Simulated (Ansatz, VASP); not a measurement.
Sn: VASP beside Ansatz

Contents of INCAR:

```
PREC = Accurate
ENCUT = 520
EDIFF = 1E-6
ISMEAR = -1
SIGMA = 0.05
LREAL = False
LASPH = True
NELM = 100
ALGO = Normal
ISIF = 2
LWAVE = False
LCHARG = False
GGA = CA
NBANDS = 13
```

The input KPOINTS:

```
Automatic mesh
0
Gamma
  11 11 11
```

File POSCAR:

```
Sn
1.0
   -1.7149511408      1.7636302181      2.3226479567
    1.7149511408     -1.7636302181      2.3226479567
    1.7149511408      1.7636302181     -2.3226479567
Sn
1
Direct
    0.0000000000      0.0000000000      0.0000000000
```

Contents of input.yaml:

```yaml
crystal:
  lattice:
    - [-1.7149511408, 1.7636302181, 2.3226479567]
    - [1.7149511408, -1.7636302181, 2.3226479567]
    - [1.7149511408, 1.7636302181, -2.3226479567]
  atoms:
    - { symbol: Sn, position: [0.0, 0.0, 0.0] }
kpoints:
  mp_grid: { grid: [11, 11, 11] }
scf:
  occupations: { method: fermi_dirac, width: 0.05 }
hamiltonian:
  xc: lda
  pseudopotentials: { kind: all_electron, lapw: { basis_error: 0.001 } }
output:
  forces: true
  stress: true
  eigenvalues: true
```

Change from the starting cell: volume scaled by 0.98.

Alike in both runs: task single point; functional LDA; k mesh 11 × 11 × 11; occupations fermi-dirac, width 0.05 eV; no spin polarisation.

```csv
,VASP,Ansatz
version,VASP 6.6.1,Ansatz 0.2.0
potentials or method,"VASP PAW LDA potentials, release 64 (Sn_d), cutoff 520 eV","all-electron LAPW, scalar-relativistic"
```

|  | VASP | Ansatz | Ansatz less VASP |
| --- | --- | --- | --- |
| gap on the k mesh at the Fermi level (eV) | none | none | - |
| pressure (GPa) | -4.1 | -4.0 | +0.04 |
| traceless stress, the component that is largest in VASP (GPa) | -0.99 | -1.01 | -0.015 |

LDA's correlation is that of Perdew and Zunger in VASP and of Perdew and Wang (1992) in Ansatz. A gap of «none» marks a metal or a gap that the smearing closes. Ansatz ran all-electron here, and VASP with PAW potentials.
